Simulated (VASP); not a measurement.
Be2SbP3, 6 atoms in the cell. It takes space group Cmm2 (No. 35, orthorhombic). The conventional cell has a = 6.358 Å, b = 6.691 Å, c = 7.670 Å, α = 90.00°, β = 90.00°, γ = 90.00°. Be (site symmetry m) has 5 P at 2.21 to 2.41 Å and 1 Sb at 2.66 Å within 2.9 Å. Sb (site symmetry mm2) has 3 P at 2.61 to 3.51 Å and 2 Be at 2.66 Å within 3.6 Å. Within 3.0 Å of P (site symmetry mm2) lie 2 Be at 2.24 Å and 2 P at 2.30 Å. Within 3.0 Å of P (site symmetry m) lie 4 Be at 2.21 to 2.41 Å and 2 P at 2.30 to 2.94 Å and 1 Sb at 2.61 Å. The cell was generated, and may not be a known phase.

* Program: VASP 6.6.1
* Task: single point
* Functional: PBE
* Potentials or basis: VASP PAW PBE potentials, release 64 (Be, Sb, P)
* Cutoff: 520 eV
* k mesh: 8 × 8 × 6
* Occupations: gaussian, width 0.1 eV
* Spin: no spin polarisation
* Dipole correction: no
* Further INCAR settings: ALGO = Fast; EDIFF = 1e-06; NBANDS = 21

Potentials or basis: VASP PAW PBE potentials, release 64 (Be, Sb, P).

Run with:

```sh
$ cat potpaw_PBE.64/Be/POTCAR potpaw_PBE.64/Sb/POTCAR potpaw_PBE.64/P/POTCAR > POTCAR
$ mpirun -np 1 vasp_std > vasp.out
```

Hardware: 1 thread of Oxide Virtual Turin-like Processor, with other jobs on the host.

**Question.** How long does it take, and how much memory?

**Answer.** Run time: 7.6 min on 1 thread of Oxide Virtual Turin-like Processor, on a shared host, peak memory 0.41 GiB. Counts: scf iterations 16, k points 84.
